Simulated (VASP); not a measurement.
# SnO (Romarchite) (P4/nmm) in VASP: further runs, part 2 of 2

VASP 6.6.1. The steps go on from the part before.

## 3. Single point, PBE (epitaxial xy strain +1.2%)

The input, INCAR:

```
SYSTEM = SnO
  PREC = Accurate
  ENCUT = 520
  EDIFF = 1E-6
  ISMEAR = -1
  SIGMA = 0.02
  LREAL = .False.
  LASPH = .True.
  NELM = 80
  ALGO = Normal
  ISIF = 2
  LWAVE = .False.
  LCHARG = .False.
  GGA = PE
  NBANDS = 28
```

The input, KPOINTS:

```
Automatic mesh
0
Gamma
  6 6 6
  0 0 0
```

The input, POSCAR:

```
SnO
1.0
    3.8400569521      0.0000000000      0.0000000000
    0.0000000000      3.8400569521      0.0000000000
    0.0000000000      0.0000000000      4.7284749520
Sn O
2 2
Direct
    0.5000000000      0.0000000000      0.2389857777
    0.0000000000      0.5000000000      0.7610142223
    0.0000000000      0.0000000000      0.0000000000
    0.5000000000      0.5000000000      0.0000000000
```

Potentials or basis: VASP PAW PBE potentials, release 64 (Sn_d, O).

The run is started by

```
cat potpaw_PBE.64/Sn_d/POTCAR potpaw_PBE.64/O/POTCAR > POTCAR
mpirun -np 1 vasp_std > vasp.out
```

Wall time 30 s (1 thread of Intel Xeon 6975P-C (Granite Rapids), shared host); peak memory 0.21 GiB.

Results (log left out):

```
Free energy            : -22.6679 eV
Pressure               : 4.1 GPa
Largest force          : 0.545 eV/Å
Band gap on the k mesh : 0.17 eV, indirect (least direct gap 1.90 eV)
```

Forces on the atoms (eV/Å):
```
Sn   0.000  0.000  0.545
Sn   0.000  0.000 -0.545
O    0.000  0.000  0.000
O    0.000  0.000  0.000
```

Stress tensor (GPa, compression positive):
```
3.75 0.00 0.00
0.00 3.75 0.00
0.00 0.00 4.67
```

Levels at points of the mesh, in eV from the valence-band top:
| k point | band 17 | band 18 | band 19 | band 20 | band 21 | band 22 | band 23 | band 24 |
| --- | --- | --- | --- | --- | --- | --- | --- | --- |
| (0.00, 0.00, 0.00) | -3.36 | -3.17 | -3.17 | 0.00 | 2.15 | 4.65 | 4.71 | 4.71 |
| (0.50, 0.00, 0.00) | -4.81 | -4.81 | -2.55 | -2.55 | 3.40 | 3.40 | 5.95 | 5.95 |
| (0.50, 0.50, 0.00) | -2.50 | -2.50 | -1.72 | -1.72 | 0.17 | 0.17 | 4.72 | 4.72 |
| (0.00, 0.00, 0.50) | -3.18 | -3.18 | -2.92 | -1.95 | 1.62 | 2.97 | 2.97 | 3.58 |
| (0.50, 0.00, 0.50) | -4.76 | -4.76 | -1.58 | -1.58 | 2.79 | 2.79 | 5.41 | 5.41 |
| (0.50, 0.50, 0.50) | -2.61 | -2.61 | -2.50 | -2.50 | 2.52 | 2.52 | 4.32 | 4.32 |

Caveat: the cell differs from its parent crystal (epitaxial xy strain +1.2%); spin-orbit coupling is left out, which moves the levels of the heavy elements. A k mesh can miss the band edges.

## 4. Single point, PBE (uniaxial z strain +4.7%)

The input, INCAR:

```
SYSTEM = SnO
PREC = Accurate
ENCUT = 520
EDIFF = 1E-6
ISMEAR = -1
SIGMA = 0.02
LREAL = .FALSE.
LASPH = .TRUE.
NELM = 100
ALGO = Normal
ISIF = 2
LWAVE = .FALSE.
LCHARG = .TRUE.
GGA = PE
LELF = .TRUE.
LVHAR = .TRUE.
NBANDS = 28
```

The input, KPOINTS:

```
Automatic mesh
0
G
  6 6 6
  0 0 0
```

The input, POSCAR:

```
SnO
1.0
    3.7926488416      0.0000000000      0.0000000000
    0.0000000000      3.7926488416      0.0000000000
    0.0000000000      0.0000000000      4.9828014790
Sn O
2 2
Direct
    0.5000000000      0.0000000000      0.2315746403
    0.0000000000      0.5000000000      0.7684253597
    0.0000000000      0.0000000000      0.0000000000
    0.5000000000      0.5000000000      0.0000000000
```

Potentials or basis: VASP PAW PBE potentials, release 64 (Sn_d, O).

The run is started by

```
cat potpaw_PBE.64/Sn_d/POTCAR potpaw_PBE.64/O/POTCAR > POTCAR
mpirun -np 1 vasp_std > vasp.out
```

OUTCAR:

```text
SYSTEM = SnO
   PREC = Accurate
   ENCUT = 520
   EDIFF = 1E-6
   ISMEAR = -1
   LREAL = .FALSE.
   LASPH = .TRUE.
   NELM = 100
   ISIF = 2
   GGA = PE

 ion  position               nearest neighbor table
   1  0.500  0.000  0.232-   3 2.22   4 2.22   4 2.22   3 2.22   2 3.54   2 3.54   2 3.54   2 3.54

   2  0.000  0.500  0.768-   3 2.22   4 2.22   3 2.22   4 2.22   1 3.54   1 3.54   1 3.54   1 3.54

   3  0.000  0.000  0.000-   1 2.22   2 2.22   2 2.22   1 2.22
   4  0.500  0.500  0.000-   1 2.22   2 2.22   1 2.22   2 2.22

  LATTYP: Found a simple tetragonal cell.
 ALAT       =     3.7926488416
 C/A-ratio  =     1.3138051233

  Lattice vectors:

 A1 = (   3.7926488416,   0.0000000000,   0.0000000000)
 A2 = (   0.0000000000,   3.7926488416,   0.0000000000)
 A3 = (   0.0000000000,   0.0000000000,   4.9828014790)

Analysis of symmetry for initial positions (statically):
=====================================================================
 Subroutine PRICEL returns:
 Original cell was already a primitive cell.

 Routine SETGRP: Setting up the symmetry group for a
 simple tetragonal supercell.

 Subroutine GETGRP returns: Found 16 space group operations
 (whereof  8 operations were pure point group operations)
[... 165 lines left out ...]
  free energy    TOTEN  =       -22.67144131 eV

  energy without entropy =      -22.67142525  energy(sigma->0) =      -22.67143328

 E-fermi :   7.0714     XC(G=0): -10.1115

 val. band max:        6.9709585913   @ k =   0.0000   0.0000   0.0000
 cond. band min:       7.1852108390   @ k =   0.5000   0.5000   0.0000
 fundamental gap:      0.2142522477
 Fermi energy:         7.0714254796

 k-point     1 :       0.0000    0.0000    0.0000
  band No.  band energies     occupation
      1     -15.0877      2.00000
      2     -14.6410      2.00000
      3     -14.6318      2.00000
      4     -14.6318      2.00000
      5     -14.5900      2.00000
      6     -14.5771      2.00000
[... 733 lines left out ...]
     27      16.1750      0.00000
     28      16.1750      0.00000

 [... further k-points ...]
[... 5 lines left out ...]
  --------------------------------------------------------------------------------------
  -------------------------------------------------------------------------------------
  Total        2.3376574      2.3376574      1.4939935      0.0000000      0.0000000      0.0000000
  in kB       52.2555713     52.2555713     33.3964605      0.0000000      0.0000000      0.0000000
  external PRESSURE =      45.9692010 kB  Pullay stress =       0.0000000 kB

 VOLUME and BASIS-vectors are now :
 -----------------------------------------------------------------------------
  energy-cutoff  :      520.00
  volume of cell :       71.67
      direct lattice vectors                 reciprocal lattice vectors
     3.792648842  0.000000000  0.000000000     0.263667964  0.000000000  0.000000000
     0.000000000  3.792648842  0.000000000     0.000000000  0.263667964  0.000000000
     0.000000000  0.000000000  4.982801479     0.000000000  0.000000000  0.200690315

 POSITION                                       TOTAL-FORCE (eV/Angst)
 -----------------------------------------------------------------------------------
      1.89632      0.00000      1.15389         0.000000      0.000000      0.583947
      0.00000      1.89632      3.82891        -0.000000      0.000000     -0.583947
      0.00000      0.00000      0.00000        -0.000000      0.000000      0.000000
      1.89632      1.89632      0.00000        -0.000000      0.000000      0.000000
 -----------------------------------------------------------------------------------
    total drift:                                0.000000      0.000000     -0.000000

  FREE ENERGIE OF THE ION-ELECTRON SYSTEM (eV)
  ---------------------------------------------------
  free  energy   TOTEN  =       -22.6714413140 eV

  energy  without entropy=      -22.6714252546  energy(sigma->0) =      -22.67143328
```

stdout:

```text
POSCAR found type information on POSCAR SnO
 POSCAR found :  2 types and       4 ions
 scaLAPACK will be used
 LDA part: xc-table for (Slater+PW92), standard interpolation
 POSCAR, INCAR and KPOINTS ok, starting setup
 FFT: planning ... GRIDC
 FFT: planning ... GRID_SOFT
 FFT: planning ... GRID
 WAVECAR not read
 entering main loop
```

Run time: 27 s. Hardware: 1 thread of Intel Xeon 6975P-C (Granite Rapids), shared host; peak memory 0.21 GiB.

What came out:

- Free energy: -22.6714 eV
- Pressure: 4.6 GPa
- Largest force: 0.584 eV/Å
- Band gap on the k mesh: 0.21 eV, indirect (least direct gap 2.00 eV)

Forces in eV/Å, atoms in the order of the input:
```
Sn   0.000  0.000  0.584
Sn   0.000  0.000 -0.584
O    0.000  0.000  0.000
O    0.000  0.000  0.000
```

Caveat: the cell differs from its parent crystal (uniaxial z strain +4.7%); spin-orbit coupling is left out, which moves the levels of the heavy elements.

## 5. The runs side by side

```csv
cell,gap on the mesh (eV),pressure (GPa),largest force (eV/Å)
"a = 3.793, b = 3.793, c = 4.758 Å, 4 atoms",none,5.6,0.58
"a = 3.840, b = 3.840, c = 4.728 Å, 4 atoms",0.17,4.1,0.55
"a = 3.793, b = 3.793, c = 4.983 Å, 4 atoms",0.21,4.6,0.58
```

Alike in all rows: task single point; level PBE; potentials or basis VASP PAW PBE potentials, release 64 (Sn_d, O); no spin polarisation; k mesh 6 × 6 × 6; cutoff (eV) 520; smearing fermi-dirac 0.02 eV.

Caveats: spin-orbit coupling is left out, which moves the levels of the heavy elements.

Absolute energies hang on the potentials; compare differences alone.
